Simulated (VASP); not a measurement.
# Ta4O in VASP: single point with PBEsol

Aim: the single point of Ta4O with PBEsol.

Program: VASP 6.6.1. These are calculated values, not measurements. Logs are shortened: lines on timing, memory, paths and dates and some standing lists are left out, and cuts for length are marked.

### Step 1. The cell of the first run

The cell holds a slab with vacuum, 10 atoms: a = 3.211 Å, b = 3.211 Å, c = 20.684 Å, α = 90.00°, β = 90.00°, γ = 90.00°.

### Step 2. Single point, PBEsol (the distance across one plane changed)

The input, INCAR:

```
PREC = Accurate
ENCUT = 520
EDIFF = 1E-6
ISMEAR = 0
SIGMA = 0.15
LREAL = F
LASPH = T
NELM = 100
ALGO = Normal
ISIF = 2
LWAVE = F
LCHARG = F
GGA = PS
NBANDS = 61
```

The input, KPOINTS:

```
regular mesh
0
Gamma
  14 14 4
```

The input, POSCAR:

```
Ta4O
1.0
   -3.2109380230      0.0000000000      0.0000000000
    0.0000000000     -3.2109380230      0.0000000000
    0.0000000000      0.0000000000     20.6839668902
Ta O
8 2
Direct
    0.0000000000      0.0000000000      0.6597288858
    0.0000000000      0.0000000000      0.3047687622
    0.5000000000      0.5000000000      0.0501853965
    0.5000000000      0.5000000000      0.4051455202
    0.5000000000      0.5000000000      0.5593521278
    0.5000000000      0.5000000000      0.2043920042
    0.0000000000      0.0000000000      0.1272887003
    0.0000000000      0.0000000000      0.4822488240
    0.5000000000      0.5000000000      0.6597288858
    0.5000000000      0.5000000000      0.3047687622
```

Potentials or basis: VASP PAW PBE potentials, release 64 (Ta_pv, O).

Launch:

```sh
cat potpaw_PBE.64/Ta_pv/POTCAR potpaw_PBE.64/O/POTCAR > POTCAR
mpirun -np 1 vasp_std > vasp.out
```

OUTCAR:

```text
PREC = Accurate
   ENCUT = 520
   EDIFF = 1E-6
   ISMEAR = 0
   LREAL = F
   LASPH = T
   NELM = 100
   ISIF = 2
   GGA = PS

 ion  position               nearest neighbor table
   1  0.000  0.000  0.660-   9 2.27   9 2.27   9 2.27   9 2.27   5 3.08   5 3.08   5 3.08   5 3.08

   2  0.000  0.000  0.305-  10 2.27  10 2.27  10 2.27  10 2.27   6 3.08   6 3.08   6 3.08   6 3.08
                             4 3.08   4 3.08   4 3.08   4 3.08
   3  0.500  0.500  0.050-   7 2.77   7 2.77   7 2.77   7 2.77   6 3.19
   4  0.500  0.500  0.405-  10 2.08   8 2.77   8 2.77   8 2.77   8 2.77   2 3.08   2 3.08   2 3.08
                             2 3.08   5 3.19
   5  0.500  0.500  0.559-   9 2.08   8 2.77   8 2.77   8 2.77   8 2.77   1 3.08   1 3.08   1 3.08
                             1 3.08   4 3.19
   6  0.500  0.500  0.204-  10 2.08   7 2.77   7 2.77   7 2.77   7 2.77   2 3.08   2 3.08   2 3.08
                             2 3.08   3 3.19
   7  0.000  0.000  0.127-   3 2.77   3 2.77   3 2.77   3 2.77   6 2.77   6 2.77   6 2.77   6 2.77

   8  0.000  0.000  0.482-   5 2.77   5 2.77   5 2.77   5 2.77   4 2.77   4 2.77   4 2.77   4 2.77

   9  0.500  0.500  0.660-   5 2.08   1 2.27   1 2.27   1 2.27   1 2.27
  10  0.500  0.500  0.305-   6 2.08   4 2.08   2 2.27   2 2.27   2 2.27   2 2.27

  LATTYP: Found a simple tetragonal cell.
 ALAT       =     3.2109380230
 C/A-ratio  =     6.4417209993

  Lattice vectors:

 A1 = (  -3.2109380230,   0.0000000000,   0.0000000000)
 A2 = (   0.0000000000,  -3.2109380230,   0.0000000000)
 A3 = (   0.0000000000,   0.0000000000,  20.6839668902)

Analysis of symmetry for initial positions (statically):
=====================================================================
 Subroutine PRICEL returns:
 Original cell was already a primitive cell.

 Routine SETGRP: Setting up the symmetry group for a
 simple tetragonal supercell.

 Subroutine GETGRP returns: Found  8 space group operations
 (whereof  8 operations were pure point group operations)
 out of a pool of 16 trial point group operations.

The static configuration has the point symmetry C_4v.

Analysis of symmetry for dynamics (positions and initial velocities):
=====================================================================
 Subroutine PRICEL returns:
 Original cell was already a primitive cell.

 Routine SETGRP: Setting up the symmetry group for a
 simple tetragonal supercell.

 Subroutine GETGRP returns: Found  8 space group operations
 (whereof  8 operations were pure point group operations)
 out of a pool of 16 trial point group operations.

The dynamic configuration has the point symmetry C_4v.

 Subroutine INISYM returns: Found  8 space group operations
 (whereof  8 operations are pure point group operations),
 and found     1 'primitive' translations

----------------------------------------------------------------------------------------

                                     Primitive cell

  volume of cell :     213.2542

  direct lattice vectors                    reciprocal lattice vectors
    -3.210938023  0.000000000  0.000000000    -0.311435472  0.000000000  0.000000000
     0.000000000 -3.210938023  0.000000000     0.000000000 -0.311435472  0.000000000
     0.000000000  0.000000000 20.683966890     0.000000000  0.000000000  0.048346625

  length of vectors
     3.210938023  3.210938023 20.683966890     0.311435472  0.311435472  0.048346625

  position of ions in fractional coordinates (direct lattice)
     0.000000000  0.000000000  0.659728886
     0.000000000  0.000000000  0.304768762
     0.500000000  0.500000000  0.050185396
     0.500000000  0.500000000  0.405145520
     0.500000000  0.500000000  0.559352128
     0.500000000  0.500000000  0.204392004
     0.000000000  0.000000000  0.127288700
     0.000000000  0.000000000  0.482248824
     0.500000000  0.500000000  0.659728886
     0.500000000  0.500000000  0.304768762

  ion indices of the primitive-cell ions
   primitive index   ion index
                 1           1
                 2           2
                 3           3
                 4           4
                 5           5
                 6           6
                 7           7
                 8           8
                 9           9
                10          10

----------------------------------------------------------------------------------------

 KPOINTS: regular mesh

Automatic generation of k-mesh.
 Grid dimensions read from file:
 generate k-points for:   14   14    4

 Generating k-lattice:

  Cartesian coordinates                     Fractional coordinates (reciprocal lattice)
    -0.022245391  0.000000000  0.000000000     0.071428571  0.000000000  0.000000000
     0.000000000 -0.022245391  0.000000000     0.000000000  0.071428571  0.000000000
     0.000000000  0.000000000  0.012086656     0.000000000  0.000000000  0.250000000

  Length of vectors
     0.022245391  0.022245391  0.012086656

  Shift w.r.t. Gamma in fractional coordinates (k-lattice)
     0.000000000  0.000000000  0.000000000

 Subroutine IBZKPT returns following result:
 ===========================================

 Found    108 irreducible k-points:

 Following reciprocal coordinates:
            Coordinates               Weight
  0.000000  0.000000  0.000000      1.000000
  0.071429  0.000000  0.000000      4.000000
  0.142857  0.000000  0.000000      4.000000
  0.214286  0.000000  0.000000      4.000000
  0.285714  0.000000  0.000000      4.000000
  0.357143  0.000000  0.000000      4.000000
[... 16 lines left out ...]
  0.285714  0.214286  0.000000      8.000000
  0.357143  0.214286  0.000000      8.000000
 [... further k-points ...]
   k-points           NKPTS =    108   k-points in BZ     NKDIM =    108   number of bands    NBANDS=     61
   number of dos      NEDOS =    301   number of ions     NIONS =     10
   total plane-waves  NPLWV =  92160
   dimension x,y,z NGX =    24 NGY =   24 NGZ =  160
   dimension x,y,z NGXF=    48 NGYF=   48 NGZF=  320
   ions per type =               8   2
   NGX,Y,Z   is equivalent  to a cutoff of  12.43, 12.43, 12.86 a.u.
   NGXF,Y,Z  is equivalent  to a cutoff of  24.85, 24.85, 25.72 a.u.
 SYSTEM =  unknown system
   PREC   = accura    normal or accurate (medium, high low for compatibility)
   ISTART =      0    job   : 0-new  1-cont  2-samecut
   ICHARG =      2    charge: 1-file 2-atom 10-const
   ISPIN  =      1    spin polarized calculation?
   LNONCOLLINEAR =      F non collinear calculations
   LSORBIT =      F    spin-orbit coupling
   LASPH  =      T    aspherical Exc in radial PAW
   ENCUT  =  520.0 eV  38.22 Ry    6.18 a.u.   5.97  5.97 38.46*2*pi/ulx,y,z
   NELM   =    100;   NELMIN=  2; NELMDL= -5     # of ELM steps
   EDIFF  = 0.1E-05   stopping-criterion for ELM
   LREAL  =      F    real-space projection
   EDIFFG = 0.1E-04   stopping-criterion for IOM
   NSW    =      0    number of steps for IOM
   IBRION =     -1    ionic relax: 0-MD 1-quasi-New 2-CG
   NFREE  =      0    steps in history (QN), initial steepest desc. (CG)
   ISIF   =      2    stress and relaxation
   ISYM   =      2    0-nonsym 1-usesym 2-fastsym
   POTIM  = 0.5000    time-step for ionic-motion
   TEBEG  =    0.0;   TEEND  =   0.0 temperature during run
   PSTRESS=    0.0 pullay stress
   NELECT =     100.0000    total number of electrons
   NUPDOWN=      -1.0000    fix difference up-down
   EMIN   =  10.00;   EMAX   =-10.00  energy-range for DOS
   EFERMI =   0.00;   METHOD = LEGACY
   ISMEAR =     0;   SIGMA  =   0.15  broadening in eV -4-tet -1-fermi 0-gaus
   EFERMI_NEDOS =   21; number of points for ismear=-14 and -15
   IALGO  =     38    algorithm
   IMIX   =      4    mixing-type and parameters
     AMIX     =   0.40;   BMIX     =  1.00
     AMIX_MAG =   1.60;   BMIX_MAG =  1.00
  volume/ion in A,a.u.               =      21.33       143.91
  Fermi-wavevector in a.u.,A,eV,Ry     =   1.271869  2.403483 22.009463  1.617650
  Thomas-Fermi vector in A             =   2.404778
   LORBIT       =      0    0 simple, 1 ext, 2 COOP (PROOUT), +10 PAW based schemes
   GGA     = PS    functional components
   LHFCALC =     F    Hartree Fock is set to
   AEXX    =    0.0000 exact exchange contribution
   IVDW    =     0    specifies the selected vdW correction
   LEPSILON=     F    determine dielectric tensor
   LRPA    =     F    only Hartree local field effects (RPA)
 non-spin polarized calculation
 Gauss-broadening in eV      SIGMA  =   0.15
  energy-cutoff  :      520.00
  volume of cell :      213.25
 maximum number of plane-waves:      5803
 NGX is ok and might be reduce to    24
   NGX = 11   NGY = 11   NGZ = 77

 number of electron     100.0000000 magnetization

 number of electron      99.9999976 magnetization

 Free energy of the ion-electron system (eV)
  ---------------------------------------------------
  ext. energy  EPLUGINS =         0.00000000
  ---------------------------------------------------
  free energy    TOTEN  =      -114.08062992 eV

  energy without entropy =     -114.01124757  energy(sigma->0) =     -114.04593874

 E-fermi :   3.7153     XC(G=0): -10.1013

 val. band max:        3.7089276214   @ k =   0.2143   0.0714   0.0000
 cond. band min:       3.7171645823   @ k =   0.4286   0.2143   0.5000
 fundamental gap:      0.0082369609
 Fermi energy:         3.7152724807

 k-point     1 :       0.0000    0.0000    0.0000
  band No.  band energies     occupation
      1     -31.9087      2.00000
      2     -31.9087      2.00000
      3     -31.8336      2.00000
      4     -31.8336      2.00000
      5     -31.6941      2.00000
      6     -31.4890      2.00000
[... 53 lines left out ...]
     60       5.3308      0.00000
     61       5.3430      0.00000

 k-point     2 :       0.0714    0.0000    0.0000
  band No.  band energies     occupation
      1     -31.9278      2.00000
      2     -31.9065      2.00000
      3     -31.8574      2.00000
      4     -31.8309      2.00000
      5     -31.6922      2.00000
      6     -31.4863      2.00000
[... 1406 lines left out ...]
      5     -31.6506      2.00000
      6     -31.4158      2.00000
[... 53 lines left out ...]
     60       5.9989      0.00000
     61       6.3108      0.00000

 [... further k-points ...]

------------------------ aborting loop because EDIFF is reached ----------------------------------------

  FORCE on cell =-STRESS in cart. coord.  units (eV):
  Direction    XX          YY          ZZ          XY          YZ          ZX
  --------------------------------------------------------------------------------------
  -------------------------------------------------------------------------------------
  Total       -6.8262694     -6.8262694     -1.7627028      0.0000000      0.0000000      0.0000000
  in kB      -51.2857046    -51.2857046    -13.2431713      0.0000000      0.0000000      0.0000000
  external PRESSURE =     -38.6048602 kB  Pullay stress =       0.0000000 kB

 VOLUME and BASIS-vectors are now :
 -----------------------------------------------------------------------------
  energy-cutoff  :      520.00
  volume of cell :      213.25
      direct lattice vectors                 reciprocal lattice vectors
    -3.210938023  0.000000000  0.000000000    -0.311435472  0.000000000  0.000000000
     0.000000000 -3.210938023  0.000000000     0.000000000 -0.311435472  0.000000000
     0.000000000  0.000000000 20.683966890     0.000000000  0.000000000  0.048346625

 POSITION                                       TOTAL-FORCE (eV/Angst)
 -----------------------------------------------------------------------------------
      0.00000      0.00000     13.64581        -0.000000      0.000000     -2.400196
      0.00000      0.00000      6.30383         0.000000      0.000000     -0.059278
     -1.60547     -1.60547      1.03803        -0.000000      0.000000      0.696710
     -1.60547     -1.60547      8.38002        -0.000000     -0.000000      0.260335
     -1.60547     -1.60547     11.56962        -0.000000      0.000000      0.712469
     -1.60547     -1.60547      4.22764        -0.000000      0.000000     -0.119509
      0.00000      0.00000      2.63284        -0.000000      0.000000     -0.594915
      0.00000      0.00000      9.97482        -0.000000      0.000000     -0.412792
     -1.60547     -1.60547     13.64581        -0.000000     -0.000000      1.970285
     -1.60547     -1.60547      6.30383        -0.000000     -0.000000     -0.053108
 -----------------------------------------------------------------------------------
    total drift:                               -0.000000      0.000000     -0.000093

  FREE ENERGIE OF THE ION-ELECTRON SYSTEM (eV)
  ---------------------------------------------------
  free  energy   TOTEN  =      -114.0806299191 eV

  energy  without entropy=     -114.0112475682  energy(sigma->0) =     -114.04593874
```

Wall time 16 min (1 thread of Intel Xeon 6975P-C (Granite Rapids), shared host); peak memory 0.98 GiB.

Results:

```yaml
Free_energy: -114.0806 eV
Largest_force: 2.400 eV/Å
Band_gap_on_the_k_mesh: zero (bands 50 and 51 overlap by 0.82 eV)
```

Forces on the atoms (eV/Å):
```
Ta   0.000  0.000 -2.400
Ta   0.000  0.000 -0.059
Ta   0.000  0.000  0.697
Ta   0.000  0.000  0.260
Ta   0.000  0.000  0.712
Ta   0.000  0.000 -0.120
Ta   0.000  0.000 -0.595
Ta   0.000  0.000 -0.413
O    0.000  0.000  1.970
O    0.000  0.000 -0.053
```

Caveat: the cell differs from its parent crystal (the distance across one plane changed); there is no dipole correction, which matters where the two faces differ; the PAW data sets were made with another functional, which shifts forces and pressure a little; spin-orbit coupling is left out, which moves the levels of the heavy elements.
